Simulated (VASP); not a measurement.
Set up this calculation in VASP 6.6.1, as the native input.

- Task: single point
- Functional: RPBE
- Potentials or basis: VASP PAW PBE potentials, release 64 (C)
- Cutoff: 520 eV
- k mesh: 34 × 34 × 6
- Occupations: fermi-dirac, width 0.1 eV
- Spin: no spin polarisation
- Dipole correction: no
- Further INCAR settings: ALGO = Normal; EDIFF = 1e-06; NBANDS = 11

The structure of C lies in POSCAR:

```
C
1.0
    1.7328695504      0.0000000000      0.0000000000
   -0.8664347752      1.5007090521      0.0000000000
    0.0000000000      0.0000000000      9.1411224406
C
2
Direct
    0.3333333333      0.6666666667      0.2500000000
    0.6666666667      0.3333333333      0.7500000000
```

These files were run (other wordings do the same):

INCAR

```
SYSTEM = C
  PREC = Accurate
  ENCUT = 520
  EDIFF = 1E-6
  ISMEAR = -1
  SIGMA = 0.1
  LREAL = .False.
  LASPH = .True.
  NELM = 80
  ALGO = Normal
  ISIF = 2
  LWAVE = .False.
  LCHARG = .True.
  GGA = RP
  LELF = .True.
  LVHAR = .True.
  NBANDS = 11
```

KPOINTS

```
Automatic mesh
0
Gamma
  34 34 6
  0 0 0
```

Potentials or basis: VASP PAW PBE potentials, release 64 (C).

Run with:

```sh
$ cat potpaw_PBE.64/C/POTCAR > POTCAR
$ mpirun -np 1 vasp_std > vasp.out
```

Results of the run:

```
Pressure               : 0.6 GPa
Band gap on the k mesh : zero (band 4 reaches 3.95 eV, above the bottom of band 5 at 2.79 eV)
```

Caveat: the PAW data sets were made with another functional, which shifts forces and pressure a little; this functional lacks dispersion, which binds the layers, so the pressure and a relaxed spacing across them are unreliable.

Wall time 72 s on 1 thread of Intel Xeon 6975P-C, on a shared host, peak memory 0.21 GiB.
